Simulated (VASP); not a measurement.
Write the native input for VASP 6.6.1 that does the following.

| Item | Value |
| --- | --- |
| Task | single point |
| Functional | PBE |
| Potentials or basis | VASP PAW PBE potentials, release 64 (Zn, S) |
| Cutoff | 520 eV |
| k mesh | 10 × 10 × 10 |
| Occupations | gaussian, width 0.01 eV |
| Spin | no spin polarisation |
| Dipole correction | no |
| Further INCAR settings | ALGO = Normal; EDIFF = 1e-07; NBANDS = 16 |

The structure of ZnS lies in POSCAR:

```
ZnS
1.0
    0.0000000000      2.7211543742      2.7211543742
    2.7211543742      0.0000000000      2.7211543742
    2.7211543742      2.7211543742      0.0000000000
Zn S
1 1
Direct
    0.0000000000      0.0000000000      0.0000000000
    0.2500000000      0.2500000000      0.2500000000
```

One way to write it, as run:

INCAR

```
ALGO     = Normal         # electronic algorithm
EDIFF    = 1E-7           # SCF threshold, eV
ENCUT    = 520            # plane-wave cutoff, eV
GGA      = PE             # functional
ISIF     = 2              # what is computed and relaxed
ISMEAR   = 0              # smearing method
LASPH    = True           # aspherical terms in the spheres
LCHARG   = False          # write CHGCAR
LREAL    = False          # projectors in reciprocal space
LWAVE    = False          # write WAVECAR
NBANDS   = 16             # bands
NELM     = 60             # most SCF steps
PREC     = Accurate       # precision mode
SIGMA    = 0.01           # smearing width, eV
```

KPOINTS

```
k-points
0
Gamma
  10 10 10
```

Potentials or basis: VASP PAW PBE potentials, release 64 (Zn, S).

Command:

```sh
$ cat potpaw_PBE.64/Zn/POTCAR potpaw_PBE.64/S/POTCAR > POTCAR
$ mpirun -np 1 vasp_std > vasp.out
```

It gave:

The pressure is 0.2 GPa and the band gap on the k mesh is 2.02 eV, direct.

Run time: 28 s on 1 thread of Intel(R) Xeon(R) Platinum 8488C (Sapphire Rapids), on a shared host, peak memory 0.18 GiB.
